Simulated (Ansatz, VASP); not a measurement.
## SnO3 in VASP and in Ansatz

```
Sn O
1.0
     4.25523    0.00000    0.01685
     0.00000    3.16540    0.00000
    -0.94136    0.00000    7.81249
Sn O
2 6
Cartesian
  0.5892 0.7914 5.0745
  2.7246 2.3741 2.7549
  1.3838 2.3741 6.3133
  -0.2163 2.3741 6.3020
  0.5950 2.3741 3.6275
  1.9300 0.7914 1.5160
  3.5301 0.7914 1.5274
  2.7189 0.7914 4.2019
```

Alike in both runs: functional PBE; k mesh 6 × 8 × 4; no spin polarisation.

Ansatz relaxed the structure, and its values are those at the end. VASP's run is a single point on that final structure, the one shown.

```csv
,VASP,Ansatz
version,VASP 6.6.1,Ansatz 0.2.0
potentials or method,"VASP PAW PBE potentials, release 64 (Sn_d, O), cutoff 520 eV","scalar-relativistic, plane waves, PAW"
occupations,"gaussian, width 0.01 eV",fixed
valence electrons in the cell,64,64
```

```tsv
	VASP	Ansatz	Ansatz less VASP
gap on the k mesh at the Fermi level (eV)	0.96	0.99	+0.026
least direct gap on the mesh (eV)	1.16	1.18	+0.025
pressure (GPa)	0.6	0.0	-0.60
rms of the force components (eV/Å)	0.063	0.000	-0.0628
```
